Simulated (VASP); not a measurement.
Here is a VASP 6.6.1 calculation.

Contents of INCAR:

```
SYSTEM = Al2BO
ALGO = Normal
EDIFF = 1E-7
EDIFFG = -0.01
ENCUT = 600
GGA = PE
IBRION = 2
ISIF = 3
ISMEAR = 0
LASPH = .True.
LCHARG = .False.
LREAL = .False.
LWAVE = .False.
NELM = 100
NSW = 100
PREC = Accurate
SIGMA = 0.1
```

File KPOINTS:

```
k-points
0
Gamma
  18 18 18
  0 0 0
```

Contents of POSCAR:

```
Al2BO
1.0
    1.5038339575      0.8682389402      5.2412023405
   -1.5038339575      0.8682389402      5.2412023405
    0.0000000000     -1.7364778803      5.2412023405
Al B O
2 1 1
Direct
    0.7541640683      0.7541640683      0.7541640683
    0.2458359317      0.2458359317      0.2458359317
    0.5000000000      0.5000000000      0.5000000000
    0.0000000000      0.0000000000      0.0000000000
```

Potentials or basis: VASP PAW PBE potentials, release 64 (Al, B, O).

Run with:

```console
$ cat potpaw_PBE.64/Al/POTCAR potpaw_PBE.64/B/POTCAR potpaw_PBE.64/O/POTCAR > POTCAR
$ mpirun -np 1 vasp_std > vasp.out
```

(1) Predict the space group after relaxing (to 0.05 Å).

(2) Predict the relaxed volume.

(3) Predict the relaxed cell.

Results:

(1) R-3m (No. 166).

(2) 10.26 Å³/atom.

(3) a = 5.509 Å, b = 5.509 Å, c = 5.509 Å, α = 31.72°, β = 31.72°, γ = 31.72°.

Caveat: an odd number of electrons without spin polarisation forces a metal; a magnetic or distorted state may lie lower.
